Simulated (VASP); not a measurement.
Au, 2 atoms in the cell. The structure is hexagonal, space group P6_3/mmc (No. 194). The conventional cell has a = 2.943 Å, b = 2.943 Å, c = 4.953 Å, α = 90.00°, β = 90.00°, γ = 120.00°. Within 3.9 Å of Au (site symmetry -6m2) lie 12 Au at 2.94 to 3.00 Å. This isn't the form of Au at room conditions, which is fcc. This cell differs from its parent crystal: strain +0.015 along x and y, +0.015 along z.

| Quantity | Value |
| --- | --- |
| Program | VASP 6.6.1 |
| Task | single point |
| Functional | r2SCAN |
| Potentials or basis | VASP PAW PBE potentials, release 64 (Au) |
| Cutoff | 520 eV |
| k mesh | 18 × 18 × 10 |
| Occupations | gaussian, width 0.15 eV |
| Spin | no spin polarisation |
| Dipole correction | no |
| Further INCAR settings | ALGO = Normal; EDIFF = 1e-06; NBANDS = 18 |

Potentials or basis: VASP PAW PBE potentials, release 64 (Au).

Run with:

```console
$ cat potpaw_PBE.64/Au/POTCAR > POTCAR
$ cp INCAR.step1 INCAR
$ mpirun -np 1 vasp_std > vasp.out
$ cp INCAR.step2 INCAR
$ mpirun -np 1 vasp_std > vasp.out
```

Hardware: 1 thread of Intel(R) Xeon(R) 6975P-C (Granite Rapids), on a shared host.

Q: Estimate the wall time of this run.

A: Wall time 2.6 min on 1 thread of Intel(R) Xeon(R) 6975P-C (Granite Rapids), on a shared host, peak memory 0.26 GiB. Counts: k points 222.
